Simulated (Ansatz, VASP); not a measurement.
# One calculation of Ru, two programs

```xyz
2
Lattice="2.6775 0.0000 0.0000 -1.3388 2.3188 0.0000 0.0000 0.0000 4.2181" Properties=species:S:1:pos:R:3 pbc="T T T"
Ru    0.0000    1.5459    1.0545
Ru    1.3388    0.7729    3.1636
```

Alike in both runs: task single point; functional LDA; k mesh 13 × 13 × 8; occupations gaussian, width 0.1 eV; no spin polarisation.

|  | VASP | Ansatz |
| --- | --- | --- |
| version | VASP 6.6.1 | Ansatz 0.2.0 |
| potentials or method | VASP PAW LDA potentials, release 64 (Ru_sv), cutoff 560 eV | plane waves (420 eV) with PAW, scalar-relativistic |
| valence electrons in the cell | 32 | 32 |

```tsv
	VASP	Ansatz	Ansatz less VASP
pressure (GPa)	0.4	-0.2	-0.56
traceless stress, the component that is largest in VASP (GPa)	-0.36	-0.37	-0.010
```

Ansatz warns that its potentials were made for another functional, while VASP's fit it. LDA's correlation is that of Perdew and Zunger in VASP and of Perdew and Wang (1992) in Ansatz.
